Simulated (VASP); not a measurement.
Input of a VASP 6.6.1 run:

The input INCAR:

```
SYSTEM = AlCo
ALGO = Normal
EDIFF = 1E-6
ENCUT = 520
GGA = PE
ISIF = 2
ISMEAR = -1
LASPH = .True.
LCHARG = .False.
LREAL = .False.
LWAVE = .False.
NBANDS = 13
NELM = 60
PREC = Accurate
SIGMA = 0.08
```

Contents of KPOINTS:

```
k-points
0
Gamma
  16 16 14
  0 0 0
```

POSCAR

```
AlCo
1.0
    2.4427678304      0.0000000000      0.0000000000
   -1.2213839152      2.1154989967      0.0000000000
    0.0000000000      0.0000000000      3.5164387046
Co Al
1 1
Direct
    0.0000000000      0.0000000000      0.0000000000
    0.3333333333      0.6666666667      0.5000000000
```

Potentials or basis: VASP PAW PBE potentials, release 64 (Co, Al).

Run with:

```console
$ cat potpaw_PBE.64/Co/POTCAR potpaw_PBE.64/Al/POTCAR > POTCAR
$ mpirun -np 1 vasp_std > vasp.out
```

(1) Estimate the pressure.

(2) Estimate the band gap on the k mesh.

Answers

(1) 88.9 GPa.

(2) zero (band 6 reaches 15.01 eV, above the bottom of band 7 at 12.95 eV).
